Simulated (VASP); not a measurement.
KCl: electric field gradients with PBEsol

KCl:

```
CELL_PARAMETERS angstrom
3.62185 0.00000 0.00000
0.00000 3.62185 0.00000
0.00000 0.00000 3.62185
ATOMIC_POSITIONS crystal
K 0.00000 0.00000 0.00000
Cl 0.50000 0.50000 0.50000
```

This cell differs from its parent crystal: volume scaled by 0.99.

- Program: VASP 6.6.1
- Task: electric field gradients
- Functional: PBEsol
- Potentials or basis: VASP PAW PBE potentials, release 64 (K_sv, Cl)
- Cutoff: 400 eV
- k mesh: 7 × 7 × 7
- Occupations: fermi-dirac, width 0.02 eV
- Spin: no spin polarisation
- Dipole correction: no
- Further INCAR settings: ALGO = Normal; EDIFF = 1e-08; NBANDS = 15

| Property | Result |
| --- | --- |
| Pressure | 2.7 GPa |
| Band gap on the k mesh | 5.45 eV, indirect (least direct gap 5.65 eV) |

Levels at points of the mesh, in eV from the valence-band top:
```tsv
k point	band 4	band 5	band 6	band 7	band 8	band 9	band 10	band 11	band 12	band 13
(0.00, 0.00, 0.00)	-11.02	-11.02	-0.21	-0.21	-0.21	5.45	6.23	6.23	11.09	11.09
```

It took 9.4 s on 1 thread of Intel(R) Xeon(R) Platinum 8259CL CPU @ 2.50GHz (Skylake/Cascade Lake) (shared host), peak memory 0.13 GiB.

Caveat: without QUAD_EFG the Cq values of the log hold for a quadrupole moment of 1 mb, not for the nuclei; the PAW data sets were made with another functional, which shifts forces and pressure a little. A k mesh can miss the band edges.
